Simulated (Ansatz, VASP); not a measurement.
**Mo: VASP beside Ansatz**

```
Mo
1.0
     2.73039    0.00000    0.00000
    -1.36519    2.36459    0.00000
     0.00000    0.00000    4.84255
Mo
2
Direct
  0.33333 0.66667 0.25000
  0.66667 0.33333 0.75000
```

Alike in both runs: task single point; functional revPBE; k mesh 15 × 15 × 7; occupations fermi-dirac, width 0.1 eV; no spin polarisation.

|  | VASP | Ansatz |
| --- | --- | --- |
| version | VASP 6.6.1 | Ansatz 0.2.0 |
| potentials or method | VASP PAW PBE potentials, release 64 (Mo_sv), cutoff 520 eV | plane waves (420 eV) with PAW, scalar-relativistic |
| valence electrons in the cell | 28 | 28 |

Ansatz gave:

| Item | Value |
| --- | --- |
| pressure (GPa) | 10.2 |
| traceless stress, the component that is largest in VASP (GPa) | -1.08 |

Which values does VASP return?

Pressure (GPa): 10.7; traceless stress, the component that is largest in VASP (GPa): -1.17.

VASP's potentials were made for PBE, not for revPBE.
